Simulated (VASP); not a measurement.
# SnTe (P4/mmm) in VASP: notebook

Runs on SnTe. Level: PBE. Tasks: single point, relaxation of cell and atoms.

All numbers are computed with VASP 6.6.1; they aren't measurements. Logs are shortened: lines on timing, memory, paths and dates and some standing lists are left out, and cuts for length are marked.

**1. The cell of the first run**

It takes space group P4/mmm (No. 123, tetragonal). Conventional cell: a = 4.485 Å, b = 4.485 Å, c = 3.189 Å, α = 90.00°, β = 90.00°, γ = 90.00°. Sn (site symmetry 4/mmm) has 4 Te at 3.17 Å and 2 Sn at 3.19 Å within 4.2 Å. Te (site symmetry 4/mmm) has 4 Sn at 3.17 Å and 2 Te at 3.19 Å within 4.2 Å.

The cell was generated, and may not be a known phase.

**2. Single point, PBE**

Contents of INCAR:

```
ALGO = Normal ; EDIFF = 1E-6
ENCUT = 520 ; GGA = PE
ISIF = 2 ; ISMEAR = 0
LASPH = True ; LCHARG = False
LREAL = False ; LWAVE = False
NBANDS = 17 ; NELM = 80
PREC = Accurate ; SIGMA = 0.1
```

Contents of KPOINTS:

```
k-points
0
Gamma
  12 12 16
```

Contents of POSCAR:

```
SnTe
1.0
    4.4847486006      0.0000000000      0.0000000000
    0.0000000000      4.4847486006      0.0000000000
    0.0000000000      0.0000000000      3.1892951319
Sn Te
1 1
Direct
    0.5000000000      0.5000000000      0.0000000000
    0.0000000000      0.0000000000      0.0000000000
```

Potentials or basis: VASP PAW PBE potentials, release 64 (Sn_d, Te).

Run with:

```
> cat potpaw_PBE.64/Sn_d/POTCAR potpaw_PBE.64/Te/POTCAR > POTCAR
> mpirun -np 1 vasp_std > vasp.out
```

OUTCAR:

```text
EDIFF = 1E-6
   ENCUT = 520
   GGA = PE
   ISIF = 2
   ISMEAR = 0
   LASPH = True
   LREAL = False
   NELM = 80
   PREC = Accurate

 ion  position               nearest neighbor table
   1  0.500  0.500  0.000-   2 3.17   2 3.17   2 3.17   2 3.17
   2  0.000  0.000  0.000-   1 3.17   1 3.17   1 3.17   1 3.17

  LATTYP: Found a simple tetragonal cell.
 ALAT       =     4.4847486006
 C/A-ratio  =     0.7111424554

  Lattice vectors:

 A1 = (   4.4847486006,   0.0000000000,   0.0000000000)
 A2 = (   0.0000000000,   4.4847486006,   0.0000000000)
 A3 = (   0.0000000000,   0.0000000000,   3.1892951319)

Analysis of symmetry for initial positions (statically):
=====================================================================
 Subroutine PRICEL returns:
 Original cell was already a primitive cell.

 Routine SETGRP: Setting up the symmetry group for a
 simple tetragonal supercell.

 Subroutine GETGRP returns: Found 16 space group operations
 (whereof 16 operations were pure point group operations)
 out of a pool of 16 trial point group operations.

The static configuration has the point symmetry D_4h.

Analysis of symmetry for dynamics (positions and initial velocities):
=====================================================================
 Subroutine PRICEL returns:
 Original cell was already a primitive cell.

 Routine SETGRP: Setting up the symmetry group for a
 simple tetragonal supercell.

 Subroutine GETGRP returns: Found 16 space group operations
 (whereof 16 operations were pure point group operations)
 out of a pool of 16 trial point group operations.

The dynamic configuration has the point symmetry D_4h.

 Subroutine INISYM returns: Found 16 space group operations
 (whereof 16 operations are pure point group operations),
 and found     1 'primitive' translations

----------------------------------------------------------------------------------------

                                     Primitive cell

  volume of cell :      64.1462

  direct lattice vectors                    reciprocal lattice vectors
     4.484748601  0.000000000  0.000000000     0.222977939  0.000000000  0.000000000
     0.000000000  4.484748601  0.000000000     0.000000000  0.222977939  0.000000000
     0.000000000  0.000000000  3.189295132     0.000000000  0.000000000  0.313548906

  length of vectors
     4.484748601  4.484748601  3.189295132     0.222977939  0.222977939  0.313548906

  position of ions in fractional coordinates (direct lattice)
     0.500000000  0.500000000  0.000000000
     0.000000000  0.000000000  0.000000000

  ion indices of the primitive-cell ions
   primitive index   ion index
                 1           1
                 2           2

----------------------------------------------------------------------------------------

 KPOINTS: k-points

Automatic generation of k-mesh.
 Grid dimensions read from file:
 generate k-points for:   12   12   16

 Generating k-lattice:

  Cartesian coordinates                     Fractional coordinates (reciprocal lattice)
     0.018581495  0.000000000  0.000000000     0.083333333  0.000000000  0.000000000
     0.000000000  0.018581495  0.000000000     0.000000000  0.083333333  0.000000000
     0.000000000  0.000000000  0.019596807     0.000000000  0.000000000  0.062500000

  Length of vectors
     0.018581495  0.018581495  0.019596807

  Shift w.r.t. Gamma in fractional coordinates (k-lattice)
     0.000000000  0.000000000  0.000000000

 Subroutine IBZKPT returns following result:
 ===========================================

 Found    252 irreducible k-points:

 Following reciprocal coordinates:
            Coordinates               Weight
  0.000000  0.000000  0.000000      1.000000
  0.083333  0.000000  0.000000      4.000000
  0.166667  0.000000  0.000000      4.000000
  0.250000  0.000000  0.000000      4.000000
  0.333333  0.000000  0.000000      4.000000
  0.416667  0.000000  0.000000      4.000000
[... 16 lines left out ...]
  0.333333  0.333333  0.000000      4.000000
  0.416667  0.333333  0.000000      8.000000
 [... further k-points ...]
   k-points           NKPTS =    252   k-points in BZ     NKDIM =    252   number of bands    NBANDS=     17
   number of dos      NEDOS =    301   number of ions     NIONS =      2
   total plane-waves  NPLWV =  31104
   dimension x,y,z NGX =    36 NGY =   36 NGZ =   24
   dimension x,y,z NGXF=    72 NGYF=   72 NGZF=   48
   ions per type =               1   1
   NGX,Y,Z   is equivalent  to a cutoff of  13.34, 13.34, 12.51 a.u.
   NGXF,Y,Z  is equivalent  to a cutoff of  26.69, 26.69, 25.02 a.u.
 SYSTEM =  unknown system
   PREC   = accura    normal or accurate (medium, high low for compatibility)
   ISTART =      0    job   : 0-new  1-cont  2-samecut
   ICHARG =      2    charge: 1-file 2-atom 10-const
   ISPIN  =      1    spin polarized calculation?
   LNONCOLLINEAR =      F non collinear calculations
   LSORBIT =      F    spin-orbit coupling
   LASPH  =      T    aspherical Exc in radial PAW
   ENCUT  =  520.0 eV  38.22 Ry    6.18 a.u.   8.34  8.34  5.93*2*pi/ulx,y,z
   NELM   =     80;   NELMIN=  2; NELMDL= -5     # of ELM steps
   EDIFF  = 0.1E-05   stopping-criterion for ELM
   LREAL  =      F    real-space projection
   EDIFFG = 0.1E-04   stopping-criterion for IOM
   NSW    =      0    number of steps for IOM
   IBRION =     -1    ionic relax: 0-MD 1-quasi-New 2-CG
   NFREE  =      0    steps in history (QN), initial steepest desc. (CG)
   ISIF   =      2    stress and relaxation
   ISYM   =      2    0-nonsym 1-usesym 2-fastsym
   POTIM  = 0.5000    time-step for ionic-motion
   TEBEG  =    0.0;   TEEND  =   0.0 temperature during run
   PSTRESS=    0.0 pullay stress
   NELECT =      20.0000    total number of electrons
   NUPDOWN=      -1.0000    fix difference up-down
   EMIN   =  10.00;   EMAX   =-10.00  energy-range for DOS
   EFERMI =   0.00;   METHOD = LEGACY
   ISMEAR =     0;   SIGMA  =   0.10  broadening in eV -4-tet -1-fermi 0-gaus
   EFERMI_NEDOS =   21; number of points for ismear=-14 and -15
   IALGO  =     38    algorithm
   IMIX   =      4    mixing-type and parameters
     AMIX     =   0.40;   BMIX     =  1.00
     AMIX_MAG =   1.60;   BMIX_MAG =  1.00
  volume/ion in A,a.u.               =      32.07       216.44
  Fermi-wavevector in a.u.,A,eV,Ry     =   1.110098  2.097780 16.766688  1.232317
  Thomas-Fermi vector in A             =   2.246645
   LORBIT       =      0    0 simple, 1 ext, 2 COOP (PROOUT), +10 PAW based schemes
   GGA     = PE    functional components
   LHFCALC =     F    Hartree Fock is set to
   AEXX    =    0.0000 exact exchange contribution
   IVDW    =     0    specifies the selected vdW correction
   LEPSILON=     F    determine dielectric tensor
   LRPA    =     F    only Hartree local field effects (RPA)
 non-spin polarized calculation
 Gauss-broadening in eV      SIGMA  =   0.10
  energy-cutoff  :      520.00
  volume of cell :       64.15
 maximum number of plane-waves:      1764
 NGX is ok and might be reduce to    36
   NGX = 17   NGY = 17   NGZ = 11

 number of electron      20.0000001 magnetization

 Free energy of the ion-electron system (eV)
  ---------------------------------------------------
  ext. energy  EPLUGINS =         0.00000000
  ---------------------------------------------------
  free energy    TOTEN  =        -7.22850741 eV

  energy without entropy =       -7.22284487  energy(sigma->0) =       -7.22567614

 E-fermi :   6.5000     XC(G=0):  -9.3992

 val. band max:        6.4935937838   @ k =   0.4167   0.0833   0.1250
 cond. band min:       6.5160151456   @ k =   0.5000   0.0000   0.1250
 fundamental gap:      0.0224213618
 Fermi energy:         6.4999954493

 k-point     1 :       0.0000    0.0000    0.0000
  band No.  band energies     occupation
      1     -15.2454      2.00000
      2     -15.2051      2.00000
      3     -15.2039      2.00000
      4     -15.0937      2.00000
      5     -15.0937      2.00000
      6      -6.2023      2.00000
[... 9 lines left out ...]
     16      13.7994      0.00000
     17      14.2694      0.00000

 k-point     2 :       0.0833    0.0000    0.0000
  band No.  band energies     occupation
      1     -15.2451      2.00000
      2     -15.2054      2.00000
      3     -15.2035      2.00000
      4     -15.0938      2.00000
      5     -15.0937      2.00000
      6      -6.1716      2.00000
[... 9 lines left out ...]
     16      13.9035      0.00000
     17      14.6094      0.00000

 k-point     3 :       0.1667    0.0000    0.0000
  band No.  band energies     occupation
      1     -15.2445      2.00000
      2     -15.2065      2.00000
      3     -15.2024      2.00000
      4     -15.0940      2.00000
      5     -15.0937      2.00000
      6      -6.0835      2.00000
[... 9 lines left out ...]
     16      14.8901      0.00000
     17      15.4905      0.00000

 k-point     4 :       0.2500    0.0000    0.0000
  band No.  band energies     occupation
      1     -15.2437      2.00000
      2     -15.2080      2.00000
      3     -15.2009      2.00000
      4     -15.0943      2.00000
      5     -15.0936      2.00000
      6      -5.9508      2.00000
[... 9 lines left out ...]
     16      16.1387      0.00000
     17      16.5862      0.00000
[... 343 lines left out ...]
      1     -15.2405      2.00000
      2     -15.2151      2.00000
      3     -15.1947      2.00000
      4     -15.0949      2.00000
      5     -15.0942      2.00000
      6      -5.4526      2.00000
[... 9 lines left out ...]
     16      15.3100      0.00000
     17      16.4978      0.00000

 k-point    23 :       0.3333    0.3333    0.0000
  band No.  band energies     occupation
      1     -15.2405      2.00000
      2     -15.2153      2.00000
      3     -15.1948      2.00000
      4     -15.0946      2.00000
      5     -15.0945      2.00000
      6      -5.4850      2.00000
[... 9 lines left out ...]
     16      15.1825      0.00000
     17      17.0814      0.00000

 k-point    24 :       0.4167    0.3333    0.0000
  band No.  band energies     occupation
      1     -15.2399      2.00000
      2     -15.2167      2.00000
      3     -15.1936      2.00000
      4     -15.0947      2.00000
      5     -15.0945      2.00000
      6      -5.3951      2.00000
[... 9 lines left out ...]
     16      15.7286      0.00000
     17      16.7605      0.00000

 [... further k-points ...]
[... 5 lines left out ...]
  --------------------------------------------------------------------------------------
  -------------------------------------------------------------------------------------
  Total       -0.0081068     -0.0081068     -0.0135527      0.0000000      0.0000000      0.0000000
  in kB       -0.2024831     -0.2024831     -0.3385048      0.0000000      0.0000000      0.0000000
  external PRESSURE =      -0.2478236 kB  Pullay stress =       0.0000000 kB

 VOLUME and BASIS-vectors are now :
 -----------------------------------------------------------------------------
  energy-cutoff  :      520.00
  volume of cell :       64.15
      direct lattice vectors                 reciprocal lattice vectors
     4.484748601  0.000000000  0.000000000     0.222977939  0.000000000  0.000000000
     0.000000000  4.484748601  0.000000000     0.000000000  0.222977939  0.000000000
     0.000000000  0.000000000  3.189295132     0.000000000  0.000000000  0.313548906

 POSITION                                       TOTAL-FORCE (eV/Angst)
 -----------------------------------------------------------------------------------
      2.24237      2.24237      0.00000         0.000000      0.000000      0.000000
      0.00000      0.00000      0.00000         0.000000      0.000000      0.000000
 -----------------------------------------------------------------------------------
    total drift:                                0.000000      0.000000      0.000000

  FREE ENERGIE OF THE ION-ELECTRON SYSTEM (eV)
  ---------------------------------------------------
  free  energy   TOTEN  =        -7.2285074058 eV

  energy  without entropy=       -7.2228448698  energy(sigma->0) =       -7.22567614
```

Run time: 6.5 min. Hardware: 1 thread of Intel Xeon 8259CL, shared host; peak memory 0.4 GiB.

What came out:

```
Free energy            : -7.2285 eV
Pressure               : 0.0 GPa
Band gap on the k mesh : zero (bands 10 and 11 overlap by 4.95 eV)
```

Levels at points of the mesh, in eV from the Fermi level:
```csv
k point,band 6,band 7,band 8,band 9,band 10,band 11,band 12,band 13,band 14,band 15
"(0.00, 0.00, 0.00)",-12.70,-6.83,-3.55,-3.55,2.03,2.41,3.26,3.26,6.77,6.99
"(0.50, 0.00, 0.00)",-12.12,-8.79,-2.33,-1.21,-0.53,-0.20,2.52,6.18,7.59,7.91
"(0.50, 0.50, 0.00)",-11.76,-7.81,-5.31,-5.31,2.68,4.77,4.77,6.72,8.29,9.62
"(0.00, 0.00, 0.50)",-10.82,-5.43,-4.14,-1.96,-1.96,-1.22,4.89,4.92,4.92,5.15
"(0.50, 0.00, 0.50)",-10.32,-6.39,-4.64,-2.66,-0.83,0.87,1.76,1.81,5.64,5.69
"(0.50, 0.50, 0.50)",-9.96,-5.15,-4.38,-3.55,-3.55,-2.11,2.40,2.40,6.64,6.64
```

Caveat: spin-orbit coupling is left out, which moves the levels of the heavy elements.

**3. Relaxation of cell and atoms, PBE**

This run uses another cell than the first one, of 32.52 Å³/atom.

Contents of INCAR:

```
SYSTEM = SnTe
ALGO = Normal ; EDIFF = 1E-6
EDIFFG = -0.01 ; ENCUT = 600
GGA = PE ; IBRION = 2
ISIF = 3 ; ISMEAR = 0
LASPH = .True. ; LCHARG = .False.
LREAL = .False. ; LWAVE = .False.
NELM = 80 ; NSW = 100
PREC = Accurate ; SIGMA = 0.1
```

Contents of KPOINTS:

```
k-points
0
Gamma
  12 12 16
  0 0 0
```

Contents of POSCAR:

```
SnTe
1.0
    4.4041689631      0.0000000000      0.0000000000
    0.0000000000      4.4041689631      0.0000000000
    0.0000000000      0.0000000000      3.3530309684
Sn Te
1 1
Direct
    0.5000000000      0.5000000000      0.0000000000
    0.0000000000      0.0000000000      0.0000000000
```

Potentials or basis: VASP PAW PBE potentials, release 64 (Sn_d, Te).

Run with:

```
> cat potpaw_PBE.64/Sn_d/POTCAR potpaw_PBE.64/Te/POTCAR > POTCAR
> mpirun -np 1 vasp_std > vasp.out
```

Wall time 23 min (1 thread of Intel Xeon 8259CL, shared host); peak memory 0.45 GiB.

The run converged. Its results:

| Item | Value |
| --- | --- |
| Free energy | -7.2285 eV |
| Relaxed volume | 32.06 Å³/atom |
| Relaxed cell | a = 4.484 Å, b = 4.484 Å, c = 3.189 Å, α = 90.00°, β = 90.00°, γ = 90.00° |
| Space group after relaxing (to 0.1 Å) | P4/mmm (No. 123) |
| Energy gained by relaxing | 27.0 meV/atom |
| Ionic steps | 9 |
| Pressure after relaxing | 0.0 GPa |
| Band gap on the k mesh | zero (bands 10 and 11 overlap by 4.95 eV) |

Step by step:
```tsv
step	energy change (eV)	largest force (eV/Å)	pressure (GPa)	volume (Å³)
1	0.0000	0.0000	-0.12	65.04
2	-0.0490	0.0000	-0.27	64.75
3	-0.0503	0.0000	-0.28	64.53
4	-0.0535	0.0000	-0.31	64.64
5	-0.0535	0.0000	-0.29	64.63
6	-0.0540	0.0000	0.04	64.05
7	-0.0540	0.0000	0.01	64.11
8	-0.0540	0.0000	-0.02	64.13
9	-0.0540	0.0000	0.00	64.13
```

Final structure:
```
CELL_PARAMETERS angstrom
4.48392 0.00000 0.00000
0.00000 4.48392 0.00000
0.00000 0.00000 3.18945
ATOMIC_POSITIONS crystal
Sn 0.50000 0.50000 0.00000
Te 0.00000 0.00000 0.00000
```

Levels at points of the mesh, in eV from the Fermi level:
```tsv
k point	band 6	band 7	band 8	band 9	band 10	band 11	band 12	band 13	band 14
(0.00, 0.00, 0.00)	-12.70	-6.83	-3.55	-3.55	2.03	2.41	3.26	3.26	6.77
(0.50, 0.00, 0.00)	-12.12	-8.79	-2.33	-1.21	-0.53	-0.20	2.52	6.18	7.59
(0.50, 0.50, 0.00)	-11.76	-7.81	-5.31	-5.31	2.67	4.77	4.77	6.71	8.29
(0.00, 0.00, 0.50)	-10.82	-5.43	-4.14	-1.96	-1.96	-1.22	4.89	4.91	4.91
(0.50, 0.00, 0.50)	-10.33	-6.39	-4.64	-2.66	-0.84	0.87	1.76	1.81	5.64
(0.50, 0.50, 0.50)	-9.96	-5.15	-4.38	-3.55	-3.55	-2.11	2.40	2.40	6.64
```

Caveat: spin-orbit coupling is left out, which moves the levels of the heavy elements.

The gap in the log of VASP goes by the Fermi energy; the results here count the filled bands.